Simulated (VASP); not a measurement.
Here is a VASP 6.6.1 calculation.

The input INCAR:

```
  ALGO = Normal
  EDIFF = 1E-6
  ENCUT = 520
  GGA = CA
  ISIF = 2
  ISMEAR = -1
  LASPH = True
  LCHARG = False
  LREAL = Auto
  LWAVE = False
  NBANDS = 26
  NELM = 60
  PREC = Accurate
  SIGMA = 0.05
```

Contents of KPOINTS:

```
k-points
0
Gamma
  1 1 1
```

Contents of POSCAR:

```
H
1.0
    6.6943300000      0.0000000000      0.0000000000
    0.0000000000      6.6943300000      0.0000000000
    0.0000000000      0.0000000000      6.6943300000
H
20
Direct
    0.9833436038      0.5622634797      0.7830600797
    0.9392667643      0.6211041326      0.6948457614
    0.4767835917      0.7241106626      0.3332389314
    0.5341452982      0.6347646350      0.2895099030
    0.1630845258      0.5317851172      0.1615274060
    0.2681621338      0.5768999398      0.1544636930
    0.8681365585      0.1342599353      0.5249997502
    0.9126015772      0.1371759650      0.4199940935
    0.4732822890      1.0238505502      0.4762018606
    0.4980698415      1.0258854362      0.3636154903
    0.1671388699      0.9445620834      0.6426592568
    0.1576889936      0.9410914842      0.5293181954
    0.6025536009      0.3936265510      0.1613759488
    0.5585672145      0.3905935189      0.0550230207
    0.6586200604      0.9342496431      0.7195244591
    0.7229704984      0.9348612340      0.8150580302
    0.5495876108      0.4069299077      0.6156669799
    0.4826354900      0.3917563543      0.5234489394
    0.3103648817      0.6776834057      0.7992848505
    0.3563861961      0.6307317641      0.7054139500
```

Potentials or basis: VASP PAW LDA potentials, release 64 (H).

Launch:

```sh
$ cat potpaw_LDA.64/H/POTCAR > POTCAR
$ mpirun -np 1 vasp_gam > vasp.out
```

Predict the largest force.

0.142 eV/Å.

Estimate the pressure.

0.1 GPa.

Forces on the atoms (eV/Å):
```
H   -0.043  0.014 -0.037
H   -0.036 -0.013  0.051
H    0.060  0.074  0.095
H    0.042  0.017  0.054
H   -0.065 -0.025 -0.066
H   -0.061 -0.023 -0.017
H   -0.117  0.026  0.043
H   -0.040  0.066 -0.116
H   -0.003  0.068 -0.108
H    0.046  0.052  0.096
H    0.032 -0.050  0.129
H    0.001  0.015 -0.100
H   -0.001 -0.077 -0.099
H    0.033 -0.035  0.059
H    0.035 -0.004  0.051
H   -0.037 -0.020 -0.080
H    0.004 -0.045 -0.084
H    0.045 -0.046  0.013
H    0.041 -0.005  0.053
H    0.066  0.011  0.064
```

Caveat: the k points lie up to 0.94 Å⁻¹ apart.
